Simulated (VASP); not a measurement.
# Cr (Im-3m) in VASP: notebook

Cr is run at these levels: PBEsol; tasks: single point, relaxation of cell and atoms.

Everything below comes from runs of VASP 6.6.1. Logs are shortened: lines on timing, memory, paths and dates and some standing lists are left out, and cuts for length are marked.

**1. The cell of the first run**

It takes space group Im-3m (No. 229, cubic). Conventional cell: a = 2.626 Å, b = 2.626 Å, c = 2.626 Å, α = 90.00°, β = 90.00°, γ = 90.00°. Cr (site symmetry m-3m) has 14 Cr at 2.27 to 2.63 Å within 3.0 Å.

**2. Single point, PBEsol**

File INCAR:

```
SYSTEM = Cr
  PREC = Accurate
  ENCUT = 520
  EDIFF = 1E-6
  ISMEAR = 0
  SIGMA = 0.1
  LREAL = .False.
  LASPH = .True.
  NELM = 60
  ALGO = Normal
  ISIF = 2
  LWAVE = .False.
  LCHARG = .False.
  GGA = PS
  NBANDS = 12
```

File KPOINTS:

```
Automatic mesh
0
Gamma
  22 22 22
  0 0 0
```

File POSCAR:

```
Cr
1.0
   -1.3127577656      1.3127577656      1.3127577656
    1.3127577656     -1.3127577656      1.3127577656
    1.3127577656      1.3127577656     -1.3127577656
Cr
1
Direct
    0.0000000000      0.0000000000      0.0000000000
```

Potentials or basis: VASP PAW PBE potentials, release 64 (Cr_pv).

Run with:

```bash
$ cat potpaw_PBE.64/Cr_pv/POTCAR > POTCAR
$ mpirun -np 1 vasp_std > vasp.out
```

OUTCAR:

```text
SYSTEM = Cr
   PREC = Accurate
   ENCUT = 520
   EDIFF = 1E-6
   ISMEAR = 0
   LREAL = .False.
   LASPH = .True.
   NELM = 60
   ISIF = 2
   GGA = PS

 ion  position               nearest neighbor table
   1  0.000  0.000  0.000-

  LATTYP: Found a body centered cubic cell.
 ALAT       =     2.6255155312

  Lattice vectors:

 A1 = (  -1.3127577656,   1.3127577656,   1.3127577656)
 A2 = (   1.3127577656,  -1.3127577656,   1.3127577656)
 A3 = (   1.3127577656,   1.3127577656,  -1.3127577656)

Analysis of symmetry for initial positions (statically):
=====================================================================
 Subroutine PRICEL returns:
 Original cell was already a primitive cell.

 Routine SETGRP: Setting up the symmetry group for a
 body centered cubic supercell.

 Subroutine GETGRP returns: Found 48 space group operations
 (whereof 48 operations were pure point group operations)
 out of a pool of 48 trial point group operations.

The static configuration has the point symmetry O_h .

Analysis of symmetry for dynamics (positions and initial velocities):
=====================================================================
 Subroutine PRICEL returns:
 Original cell was already a primitive cell.

 Routine SETGRP: Setting up the symmetry group for a
 body centered cubic supercell.

 Subroutine GETGRP returns: Found 48 space group operations
 (whereof 48 operations were pure point group operations)
 out of a pool of 48 trial point group operations.

The dynamic configuration has the point symmetry O_h .

 Subroutine INISYM returns: Found 48 space group operations
 (whereof 48 operations are pure point group operations),
 and found     1 'primitive' translations

----------------------------------------------------------------------------------------

                                     Primitive cell

  volume of cell :       9.0493

  direct lattice vectors                    reciprocal lattice vectors
    -1.312757766  1.312757766  1.312757766     0.000000000  0.380877579  0.380877579
     1.312757766 -1.312757766  1.312757766     0.380877579  0.000000000  0.380877579
     1.312757766  1.312757766 -1.312757766     0.380877579  0.380877579  0.000000000

  length of vectors
     2.273763148  2.273763148  2.273763148     0.538642238  0.538642238  0.538642238

  position of ions in fractional coordinates (direct lattice)
     0.000000000  0.000000000  0.000000000

  ion indices of the primitive-cell ions
   primitive index   ion index
                 1           1

----------------------------------------------------------------------------------------

 KPOINTS: Automatic mesh

Automatic generation of k-mesh.
 Grid dimensions read from file:
 generate k-points for:   22   22   22

 Generating k-lattice:

  Cartesian coordinates                     Fractional coordinates (reciprocal lattice)
     0.000000000  0.017312617  0.017312617     0.045454545  0.000000000  0.000000000
     0.017312617  0.000000000  0.017312617     0.000000000  0.045454545  0.000000000
     0.017312617  0.017312617  0.000000000     0.000000000  0.000000000  0.045454545

  Length of vectors
     0.024483738  0.024483738  0.024483738

  Shift w.r.t. Gamma in fractional coordinates (k-lattice)
     0.000000000  0.000000000  0.000000000

 Subroutine IBZKPT returns following result:
 ===========================================

 Found    328 irreducible k-points:

 Following reciprocal coordinates:
            Coordinates               Weight
  0.000000  0.000000  0.000000      1.000000
  0.045455  0.000000  0.000000     12.000000
  0.090909  0.000000  0.000000     12.000000
  0.136364  0.000000  0.000000     12.000000
  0.181818  0.000000  0.000000     12.000000
  0.227273  0.000000  0.000000     12.000000
[... 16 lines left out ...]
  0.090909  0.090909  0.000000     24.000000
  0.136364  0.090909  0.000000     48.000000
 [... further k-points ...]
   k-points           NKPTS =    328   k-points in BZ     NKDIM =    328   number of bands    NBANDS=     12
   number of dos      NEDOS =    301   number of ions     NIONS =      1
   total plane-waves  NPLWV =   5832
   dimension x,y,z NGX =    18 NGY =   18 NGZ =   18
   dimension x,y,z NGXF=    36 NGYF=   36 NGZF=   36
   ions per type =               1
   NGX,Y,Z   is equivalent  to a cutoff of  13.16, 13.16, 13.16 a.u.
   NGXF,Y,Z  is equivalent  to a cutoff of  26.32, 26.32, 26.32 a.u.
 SYSTEM =  Cr
   PREC   = accura    normal or accurate (medium, high low for compatibility)
   ISTART =      0    job   : 0-new  1-cont  2-samecut
   ICHARG =      2    charge: 1-file 2-atom 10-const
   ISPIN  =      1    spin polarized calculation?
   LNONCOLLINEAR =      F non collinear calculations
   LSORBIT =      F    spin-orbit coupling
   LASPH  =      T    aspherical Exc in radial PAW
   ENCUT  =  520.0 eV  38.22 Ry    6.18 a.u.   4.23  4.23  4.23*2*pi/ulx,y,z
   NELM   =     60;   NELMIN=  2; NELMDL= -5     # of ELM steps
   EDIFF  = 0.1E-05   stopping-criterion for ELM
   LREAL  =      F    real-space projection
   EDIFFG = 0.1E-04   stopping-criterion for IOM
   NSW    =      0    number of steps for IOM
   IBRION =     -1    ionic relax: 0-MD 1-quasi-New 2-CG
   NFREE  =      0    steps in history (QN), initial steepest desc. (CG)
   ISIF   =      2    stress and relaxation
   ISYM   =      2    0-nonsym 1-usesym 2-fastsym
   POTIM  = 0.5000    time-step for ionic-motion
   TEBEG  =    0.0;   TEEND  =   0.0 temperature during run
   PSTRESS=    0.0 pullay stress
   NELECT =      12.0000    total number of electrons
   NUPDOWN=      -1.0000    fix difference up-down
   EMIN   =  10.00;   EMAX   =-10.00  energy-range for DOS
   EFERMI =   0.00;   METHOD = LEGACY
   ISMEAR =     0;   SIGMA  =   0.10  broadening in eV -4-tet -1-fermi 0-gaus
   EFERMI_NEDOS =   21; number of points for ismear=-14 and -15
   IALGO  =     38    algorithm
   IMIX   =      4    mixing-type and parameters
     AMIX     =   0.40;   BMIX     =  1.00
     AMIX_MAG =   1.60;   BMIX_MAG =  1.00
  volume/ion in A,a.u.               =       9.05        61.07
  Fermi-wavevector in a.u.,A,eV,Ry     =   1.798584  3.398830 44.013532  3.234903
  Thomas-Fermi vector in A             =   2.859692
   LORBIT       =      0    0 simple, 1 ext, 2 COOP (PROOUT), +10 PAW based schemes
   GGA     = PS    functional components
   LHFCALC =     F    Hartree Fock is set to
   AEXX    =    0.0000 exact exchange contribution
   IVDW    =     0    specifies the selected vdW correction
   LEPSILON=     F    determine dielectric tensor
   LRPA    =     F    only Hartree local field effects (RPA)
 non-spin polarized calculation
 Gauss-broadening in eV      SIGMA  =   0.10
  energy-cutoff  :      520.00
  volume of cell :        9.05
 maximum number of plane-waves:       253
 NGX is ok and might be reduce to    18
   NGX =  9   NGY =  9   NGZ =  9

 number of electron      12.0000003 magnetization

 Free energy of the ion-electron system (eV)
  ---------------------------------------------------
  ext. energy  EPLUGINS =         0.00000000
  ---------------------------------------------------
  free energy    TOTEN  =        -9.75173938 eV

  energy without entropy =       -9.74785712  energy(sigma->0) =       -9.74979825

 E-fermi :  14.7439     XC(G=0): -15.3280

 val. band max:       14.7408028253   @ k =   0.4091   0.0909   0.0909
 cond. band min:      14.7449555753   @ k =   0.3636   0.0909   0.0455
 fundamental gap:      0.0041527500
 Fermi energy:        14.7438729232

 k-point     1 :       0.0000    0.0000    0.0000
  band No.  band energies     occupation
      1     -27.4446      2.00000
      2     -27.4446      2.00000
      3     -27.4446      2.00000
      4       6.0935      2.00000
      5      13.4132      2.00000
      6      13.4132      2.00000
      7      13.4132      2.00000
      8      16.1970      0.00000
      9      16.1970      0.00000
     10      22.0080      0.00000
     11      38.8359      0.00000
     12      38.8359      0.00000

 k-point     2 :       0.0455    0.0000    0.0000
  band No.  band energies     occupation
      1     -27.4874      2.00000
      2     -27.4569      2.00000
      3     -27.4451      2.00000
      4       6.2089      2.00000
      5      13.3613      2.00000
      6      13.4052      2.00000
      7      13.5001      2.00000
      8      16.1338      0.00000
      9      16.2001      0.00000
     10      22.0080      0.00000
     11      38.7392      0.00000
     12      38.8475      0.00000

 k-point     3 :       0.0909    0.0000    0.0000
  band No.  band energies     occupation
      1     -27.6113      2.00000
      2     -27.4925      2.00000
      3     -27.4466      2.00000
      4       6.5452      2.00000
      5      13.2121      2.00000
      6      13.3712      2.00000
      7      13.7571      2.00000
      8      15.9754      0.00000
      9      16.2110      0.00000
     10      22.0079      0.00000
     11      38.4208      0.00000
     12      38.8332      0.00000

 k-point     4 :       0.1364    0.0000    0.0000
  band No.  band energies     occupation
      1     -27.8040      2.00000
      2     -27.5484      2.00000
      3     -27.4489      2.00000
      4       7.0706      2.00000
      5      12.9835      2.00000
      6      13.2901      2.00000
      7      14.1726      2.00000
      8      15.8019      0.00000
      9      16.2333      0.00000
     10      22.0080      0.00000
     11      37.8162      0.00000
     12      38.6591      0.00000

 k-point     5 :       0.1818    0.0000    0.0000
  band No.  band energies     occupation
      1     -28.0472      2.00000
      2     -27.6196      2.00000
      3     -27.4518      2.00000
      4       7.7228      2.00000
      5      12.7006      2.00000
      6      13.1663      2.00000
      7      14.7271      1.18788
      8      15.7013      0.00000
      9      16.2714      0.00000
     10      22.0080      0.00000
     11      36.8756      0.00000
     12      38.1901      0.00000
[... 228 lines left out ...]
      1     -29.3051      2.00000
      2     -28.0147      2.00000
      3     -27.4851      2.00000
      4       9.0159      2.00000
      5      11.3296      2.00000
      6      15.5362      0.00000
      7      16.2973      0.00000
      8      16.9552      0.00000
      9      18.6848      0.00000
     10      22.0078      0.00000
     11      28.8471      0.00000
     12      33.8443      0.00000

 k-point    22 :       0.4545    0.0455    0.0000
  band No.  band energies     occupation
      1     -29.3764      2.00000
      2     -28.0383      2.00000
      3     -27.4862      2.00000
      4       8.9389      2.00000
      5      11.2550      2.00000
      6      15.9577      0.00000
      7      16.2875      0.00000
      8      17.1596      0.00000
      9      19.0081      0.00000
     10      22.0078      0.00000
     11      28.1072      0.00000
     12      33.5760      0.00000

 k-point    23 :       0.0909    0.0909    0.0000
  band No.  band energies     occupation
      1     -27.9095      2.00000
      2     -27.5476      2.00000
      3     -27.4857      2.00000
      4       7.3737      2.00000
      5      12.9568      2.00000
      6      13.0726      2.00000
      7      14.4862      1.99973
      8      15.6581      0.00000
      9      16.3129      0.00000
     10      22.0079      0.00000
     11      37.5034      0.00000
     12      38.6230      0.00000

 k-point    24 :       0.1364    0.0909    0.0000
  band No.  band energies     occupation
      1     -28.1313      2.00000
      2     -27.6156      2.00000
      3     -27.4989      2.00000
      4       8.0092      2.00000
      5      12.7042      2.00000
      6      12.8886      2.00000
      7      15.0799      0.00000
      8      15.5381      0.00000
      9      16.4026      0.00000
     10      22.0080      0.00000
     11      36.7038      0.00000
     12      37.9671      0.00000

 [... further k-points ...]

------------------------ aborting loop because EDIFF is reached ----------------------------------------

  FORCE on cell =-STRESS in cart. coord.  units (eV):
  Direction    XX          YY          ZZ          XY          YZ          ZX
  --------------------------------------------------------------------------------------
  -------------------------------------------------------------------------------------
  Total        5.0944834      5.0944834      5.0944834     -0.0000000      0.0000000      0.0000000
  in kB      901.9800906    901.9800906    901.9800906     -0.0000000      0.0000000      0.0000000
  external PRESSURE =     901.9800906 kB  Pullay stress =       0.0000000 kB

 VOLUME and BASIS-vectors are now :
 -----------------------------------------------------------------------------
  energy-cutoff  :      520.00
  volume of cell :        9.05
      direct lattice vectors                 reciprocal lattice vectors
    -1.312757766  1.312757766  1.312757766     0.000000000  0.380877579  0.380877579
     1.312757766 -1.312757766  1.312757766     0.380877579  0.000000000  0.380877579
     1.312757766  1.312757766 -1.312757766     0.380877579  0.380877579  0.000000000

 POSITION                                       TOTAL-FORCE (eV/Angst)
 -----------------------------------------------------------------------------------
      0.00000      0.00000      0.00000         0.000000      0.000000      0.000000
 -----------------------------------------------------------------------------------
    total drift:                                0.000000      0.000000      0.000000

  FREE ENERGIE OF THE ION-ELECTRON SYSTEM (eV)
  ---------------------------------------------------
  free  energy   TOTEN  =        -9.7517393779 eV

  energy  without entropy=       -9.7478571170  energy(sigma->0) =       -9.74979825
```

Run time: 49 s. Hardware: 1 thread of Intel Xeon 8259CL, shared host; peak memory 0.15 GiB.

Results:

```yaml
Free_energy: -9.7517 eV
Pressure: 90.2 GPa
Band_gap_on_the_k_mesh: zero (bands 6 and 7 overlap by 4.75 eV)
```

Levels at points of the mesh, in eV from the Fermi level:
```tsv
k point	band 3	band 4	band 5	band 6	band 7	band 8	band 9	band 10
(0.00, 0.00, 0.00)	-42.19	-8.65	-1.33	-1.33	-1.33	1.45	1.45	7.26
(0.50, 0.00, 0.00)	-42.21	-5.89	-3.52	1.55	2.00	2.00	4.00	7.26
(0.50, 0.50, 0.50)	-43.48	-6.18	-6.18	3.42	3.42	3.42	7.26	13.09
```

Caveat: the cell stands under pressure; an empty level that is flat over the whole mesh can mark a ghost state of the potentials, or a narrow d or f band; the PAW data sets were made with another functional, which shifts forces and pressure a little; the run has no spin polarisation, though such a crystal can be magnetic. Spin polarisation is off, so any magnetic state and its effect on volume and gap are missing.

**3. Single point, PBEsol**

This run uses another cell than the first one, of 9.75 Å³/atom.

File INCAR:

```
  ALGO = Normal
  EDIFF = 1E-6
  ENCUT = 520
  GGA = PS
  ISIF = 2
  ISMEAR = 0
  LASPH = True
  LCHARG = True
  LELF = True
  LREAL = False
  LVHAR = True
  LWAVE = False
  NBANDS = 12
  NELM = 80
  PREC = Accurate
  SIGMA = 0.1
```

File KPOINTS:

```
k-points
0
Gamma
  22 22 22
```

File POSCAR:

```
Cr
1.0
   -1.3456675698      1.3456675698      1.3456675698
    1.3456675698     -1.3456675698      1.3456675698
    1.3456675698      1.3456675698     -1.3456675698
Cr
1
Direct
    0.0000000000      0.0000000000      0.0000000000
```

Potentials or basis: VASP PAW PBE potentials, release 64 (Cr_pv).

Run with:

```bash
$ cat potpaw_PBE.64/Cr_pv/POTCAR > POTCAR
$ mpirun -np 1 vasp_std > vasp.out
```

Wall time 46 s (1 thread of Intel Xeon 8259CL, shared host); peak memory 0.15 GiB.

The run converged. Its results:

```yaml
Free_energy: -10.0516 eV
Pressure: 49.6 GPa
Band_gap_on_the_k_mesh: zero (bands 6 and 7 overlap by 4.28 eV)
```

Levels at points of the mesh, in eV from the Fermi level:
| k point | band 2 | band 3 | band 4 | band 5 | band 6 | band 7 | band 8 | band 9 | band 10 | band 11 |
| --- | --- | --- | --- | --- | --- | --- | --- | --- | --- | --- |
| (0.00, 0.00, 0.00) | -42.32 | -42.32 | -8.45 | -1.18 | -1.18 | -1.18 | 1.35 | 1.35 | 7.20 | 23.56 |
| (0.50, 0.00, 0.00) | -42.80 | -42.34 | -5.41 | -3.15 | 1.41 | 1.66 | 1.82 | 3.62 | 7.20 | 12.16 |
| (0.50, 0.50, 0.50) | -43.37 | -43.37 | -5.55 | -5.55 | 3.11 | 3.11 | 3.11 | 7.20 | 12.25 | 12.25 |

Caveat: the cell stands under pressure; an empty level that is flat over the whole mesh can mark a ghost state of the potentials, or a narrow d or f band; the PAW data sets were made with another functional, which shifts forces and pressure a little; the run has no spin polarisation, though such a crystal can be magnetic. Spin polarisation is off, so any magnetic state and its effect on volume and gap are missing.

(Continued in part 2 of 2.)
